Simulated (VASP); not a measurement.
GaSb, 2 atoms in the cell. It takes space group I-4m2 (No. 119, tetragonal). Conventional cell: a = 4.326 Å, b = 4.326 Å, c = 5.812 Å, α = 90.00°, β = 90.00°, γ = 90.00°. Within 3.4 Å of Ga (site symmetry -4m2) lie 4 Sb at 2.61 Å. Sb (site symmetry -4m2) has 4 Ga at 2.61 Å within 3.4 Å.  This cell differs from its parent crystal: strain +0.000 along x and y, -0.050 along z.

* Program: VASP 6.6.1
* Task: single point
* Functional: r2SCAN
* Potentials or basis: VASP PAW PBE potentials, release 64 (Ga_d, Sb)
* Cutoff: 520 eV
* k mesh: 10 × 10 × 10
* Occupations: gaussian, width 0.05 eV
* Spin: no spin polarisation
* Dipole correction: no
* Further INCAR settings: ALGO = Normal; EDIFF = 1e-06; NBANDS = 16

Potentials or basis: VASP PAW PBE potentials, release 64 (Ga_d, Sb).

Launch:

```bash
$ cat potpaw_PBE.64/Ga_d/POTCAR potpaw_PBE.64/Sb/POTCAR > POTCAR
$ cp INCAR.step1 INCAR
$ mpirun -np 1 vasp_std > vasp.out
$ cp INCAR.step2 INCAR
$ mpirun -np 1 vasp_std > vasp.out
```

Hardware: 1 thread of Intel(R) Xeon(R) Platinum 8259CL CPU @ 2.50GHz (Skylake/Cascade Lake), with other jobs on the host.

Question: How long does it take, and how much memory?

Answer: It took 2.4 min on 1 thread of Intel(R) Xeon(R) Platinum 8259CL CPU @ 2.50GHz (Skylake/Cascade Lake) (shared host), peak memory 0.25 GiB. Counts: k points 102.
